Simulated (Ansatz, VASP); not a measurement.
**HfSn3O8: VASP beside Ansatz**

Contents of INCAR:

```
SYSTEM = HfSn3O8
PREC = Accurate
ENCUT = 520
EDIFF = 1E-6
ISMEAR = 0
SIGMA = 0.1
LREAL = .FALSE.
LASPH = .TRUE.
NELM = 60
ALGO = Normal
ISIF = 2
LWAVE = .FALSE.
LCHARG = .FALSE.
GGA = PE
NBANDS = 62
```

File KPOINTS:

```
Automatic mesh
0
G
  4 4 2
  0 0 0
```

The input POSCAR:

```
HfSn3O8
1.0
    0.0000000000     -4.0213584000      0.0000000000
   -5.6632234000      2.0106792000      0.0000000000
    2.8742927000      0.0000000000     -7.5144981000
Hf Sn O
1 3 8
Direct
    0.8798720000      0.7597440000      0.9384920000
    0.6237190000      0.2474380000      0.5617190000
    0.6297220000      0.2594440000      0.0624110000
    0.8733990000      0.7467980000      0.4374870000
    0.4304080000      0.8608160000      0.9638520000
    0.8251330000      0.6502660000      0.6638400000
    0.8287570000      0.6575140000      0.1620730000
    0.4230900000      0.8461800000      0.4624020000
    0.6742230000      0.3484460000      0.3367540000
    0.0816050000      0.1632100000      0.0380660000
    0.0739180000      0.1478360000      0.5364610000
    0.6769080000      0.3538160000      0.8364420000
```

Input for Ansatz:

```yaml
crystal:
  lattice:
    - [0.0, -4.0213584, 0.0]
    - [-5.6632234, 2.0106792, 0.0]
    - [2.8742927, 0.0, -7.5144981]
  atoms:
    - { symbol: Hf, position: [0.879872, 0.759744, 0.938492] }
    - { symbol: Sn, position: [0.623719, 0.247438, 0.561719] }
    - { symbol: Sn, position: [0.629722, 0.259444, 0.062411] }
    - { symbol: Sn, position: [0.873399, 0.746798, 0.437487] }
    - { symbol: O, position: [0.430408, 0.860816, 0.963852] }
    - { symbol: O, position: [0.825133, 0.650266, 0.66384] }
    - { symbol: O, position: [0.828757, 0.657514, 0.162073] }
    - { symbol: O, position: [0.42309, 0.84618, 0.462402] }
    - { symbol: O, position: [0.674223, 0.348446, 0.336754] }
    - { symbol: O, position: [0.081605, 0.16321, 0.038066] }
    - { symbol: O, position: [0.073918, 0.147836, 0.536461] }
    - { symbol: O, position: [0.676908, 0.353816, 0.836442] }
basis:
  ecutwfc: 420
kpoints:
  mp_grid: { grid: [4, 4, 2] }
hamiltonian:
  xc: pbe
scf:
  occupations: { method: gaussian, width: 0.1 }
  lower_state_search: "off"
output:
  forces: true
  stress: true
  eigenvalues: true
```

Alike in both runs: task single point; functional PBE; k mesh 4 × 4 × 2; occupations gaussian, width 0.1 eV; no spin polarisation.

|  | VASP | Ansatz |
| --- | --- | --- |
| version | VASP 6.6.1 | Ansatz 0.2.0 |
| potentials or method | VASP PAW PBE potentials, release 64 (Hf_pv, Sn_d, O), cutoff 520 eV | scalar-relativistic, plane waves, PAW |
| valence electrons in the cell | 100 | 116 |

```csv
,VASP,Ansatz,Ansatz less VASP
gap on the k mesh at the Fermi level (eV),2.09,2.10,+0.008
least direct gap on the mesh (eV),2.36,2.37,+0.005
pressure (GPa),-0.2,0.0,+0.21
"traceless stress, the component that is largest in VASP (GPa)",-0.05,-0.04,+0.012
rms of the force components (eV/Å),0.057,0.003,-0.0541
```

Atom by atom the forces differ by 0.058 eV/Å (rms over components). VASP's potentials hold 100 valence electrons a cell and Ansatz's 116, so a difference there can come from the potentials and not from the codes.

Neither program's run includes spin-orbit coupling.
